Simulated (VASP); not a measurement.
Here is a VASP 6.6.1 calculation.

Contents of INCAR:

```
SYSTEM = Sn
PREC = Accurate ; ENCUT = 520
EDIFF = 1E-6 ; ISMEAR = 0
SIGMA = 0.1 ; LREAL = .FALSE.
LASPH = .TRUE. ; NELM = 60
ALGO = Fast ; ISIF = 2
LWAVE = .FALSE. ; LCHARG = .FALSE.
GGA = PS ; IVDW = 12
NBANDS = 13
```

KPOINTS

```
regular mesh
0
G
  16 16 16
  0 0 0
```

POSCAR

```
Sn
1.0
   -1.8470315792      1.7550283507      2.0485799126
    1.8470315792     -1.7550283507      2.0485799126
    1.8470315792      1.7550283507     -2.0485799126
Sn
1
Direct
    0.0000000000      0.0000000000      0.0000000000
```

Potentials or basis: VASP PAW PBE potentials, release 64 (Sn_d).

The run is started by

```sh
$ cat potpaw_PBE.64/Sn_d/POTCAR > POTCAR
$ mpirun -np 1 vasp_std > vasp.out
```

Question: Estimate the dispersion energy per atom.

Answer: -0.399 eV.

Question: Predict the band gap on the k mesh.

Answer: Zero (band 7 reaches 15.95 eV, above the bottom of band 8 at 5.83 eV).

Caveat: spin-orbit coupling is left out, which moves the levels of the heavy elements.
